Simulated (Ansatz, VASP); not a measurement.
AlN in VASP and in Ansatz

Contents of INCAR:

```
PREC = Accurate
ENCUT = 600
EDIFF = 1E-6
ISMEAR = -1
SIGMA = 0.13605693122994
LREAL = False
LASPH = True
NELM = 120
ALGO = Normal
ISIF = 2
LWAVE = False
LCHARG = True
GGA = PE
LELF = True
LVHAR = True
NBANDS = 11
GGA_COMPAT = False
```

Contents of KPOINTS:

```
Automatic mesh
0
Gamma
  6 6 6
```

POSCAR

```
AlN
1.0
    0.0000000000      2.0345180000      2.0345180000
    2.0345180000      0.0000000000      2.0345180000
    2.0345180000      2.0345180000      0.0000000000
Al N
1 1
Direct
    0.5000000000      0.5000000000      0.5000000000
    0.0000000000      0.0000000000      0.0000000000
```

Input for Ansatz:

```yaml
crystal:
  lattice:
    - [0.0, 2.034518, 2.034518]
    - [2.034518, 0.0, 2.034518]
    - [2.034518, 2.034518, 0.0]
  atoms:
    - { symbol: Al, position: [0.5, 0.5, 0.5] }
    - { symbol: "N", position: [0.0, 0.0, 0.0] }
basis:
  ecutwfc: 420
kpoints:
  mp_grid: { grid: [6, 6, 6] }
hamiltonian:
  xc: pbe
scf:
  occupations: { method: fermi_dirac, width: "0.01 Ry" }
output:
  forces: true
  stress: true
  eigenvalues: true
```

Alike in both runs: task single point; functional PBE; k mesh 6 × 6 × 6; no spin polarisation.

|  | VASP | Ansatz |
| --- | --- | --- |
| version | VASP 6.6.1 | Ansatz 0.2.0 |
| potentials or method | VASP PAW PBE potentials, release 64 (Al, N), cutoff 600 eV | scalar-relativistic, plane waves, PAW |
| occupations | fermi-dirac, width 0.136057 eV | fermi-dirac |
| valence electrons in the cell | 8 | 8 |

Ansatz gave:

- gap on the k mesh at the Fermi level (eV): 4.44
- least direct gap on the mesh (eV): 5.39
- pressure (GPa): 0.3

Q: What did VASP give for the same quantities?

A: gap on the k mesh at the Fermi level (eV): 4.42; least direct gap on the mesh (eV): 5.40; pressure (GPa): -0.2.

The k mesh is coarse, so the values compare programs but aren't converged.
